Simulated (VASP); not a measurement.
NaCl:

```
CELL_PARAMETERS angstrom
3.50219 0.00000 0.00000
0.00000 3.50219 0.00000
0.00000 0.00000 3.50219
ATOMIC_POSITIONS crystal
Cl 0.50000 0.50000 0.50000
Na 0.00000 0.00000 0.00000
```

Base run:

```yaml
Program: VASP 6.6.1
Functional: RPBE
Potentials_or_basis: VASP PAW PBE potentials, release 64 (Cl, Na_pv)
Cutoff: 520 eV
k_mesh: 8 × 8 × 8
Occupations: fermi-dirac, width 0.05 eV
Spin: no spin polarisation
```

Its results: band gap on the k mesh 4.27 eV (least direct gap 4.75 eV); pressure 1.9 GPa.

**Question.** The run is repeated on the same cell with these changes: functional from RPBE to PBE-based screened hybrid with 40 % exact exchange; k mesh from 8 × 8 × 8 to 4 × 4 × 4. What comes out?

**Answer.** Band gap on the k mesh 6.14 eV (least direct gap 6.69 eV); pressure -0.7 GPa.

Several settings changed at once.

Caveats: some runs use coarse meshes; the PAW data sets were made with another functional, which shifts forces and pressure a little.

A k mesh can miss the band edges.
